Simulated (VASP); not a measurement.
Wanted: the native input for a VASP 6.6.1 run.

```
Task                   : single point
Functional             : PBE
Potentials or basis    : VASP PAW PBE potentials, release 64 (Fe)
Cutoff                 : 520 eV
k mesh                 : 20 × 20 × 10
Occupations            : gaussian, width 0.05 eV
Spin                   : collinear spin, antiferromagnetic start
Starting moments       : [2.5, -2.5] μB
Dipole correction      : no
Further INCAR settings : ALGO = Fast; EDIFF = 1e-06; NBANDS = 19
```

The structure of Fe lies in POSCAR:

```
Fe
1.0
    0.0000000000      1.8202118813      1.8202118813
    1.8202118813      0.0000000000      1.8202118813
    3.6404237626      3.6404237626      0.0000000000
Fe
2
Direct
    0.0000000000      0.0000000000      0.0000000000
    0.0000000000      0.0000000000      0.5000000000
```

This isn't the form of Fe at room conditions, which is bcc.

These files were run (other wordings do the same):

INCAR

```
PREC     = Accurate       # precision mode
ENCUT    = 520            # plane-wave cutoff, eV
EDIFF    = 1E-6           # SCF threshold, eV
ISMEAR   = 0              # smearing method
SIGMA    = 0.05           # smearing width, eV
LREAL    = False          # projectors in reciprocal space
LASPH    = True           # aspherical terms in the spheres
NELM     = 150            # most SCF steps
ALGO     = Fast           # electronic algorithm
ISIF     = 2              # what is computed and relaxed
LWAVE    = False          # write WAVECAR
LCHARG   = True           # write CHGCAR
ISPIN    = 2              # spin polarisation
MAGMOM   = 2.5 -2.5       # initial moments
LORBIT   = 11             # projections on sites
LMAXMIX  = 4              # l up to which the mixer works
GGA      = PE             # functional
LELF     = True           # ELF
LVHAR    = True         
NBANDS   = 19             # bands
```

KPOINTS

```
regular mesh
0
Gamma
  20 20 10
```

Potentials or basis: VASP PAW PBE potentials, release 64 (Fe).

Run with:

```console
$ cat potpaw_PBE.64/Fe/POTCAR > POTCAR
$ mpirun -np 1 vasp_std > vasp.out
```

Results of the run:

```yaml
Pressure: -14.0 GPa
Band_gap_on_the_k_mesh: zero (filled and empty bands overlap)
Net_moment: 0.00 μB per cell
Site_moments: Fe +2.04, -2.04 μB
Valence_electrons_inside_the_program's_atomic_spheres: Fe 7.14
```

Caveat: the cell stands under tension; the antiferromagnetic order is the one typed at the start, and another may lie lower.

It took 8.6 min on 1 thread of Oxide Virtual Turin-like Processor (shared host), peak memory 0.32 GiB.
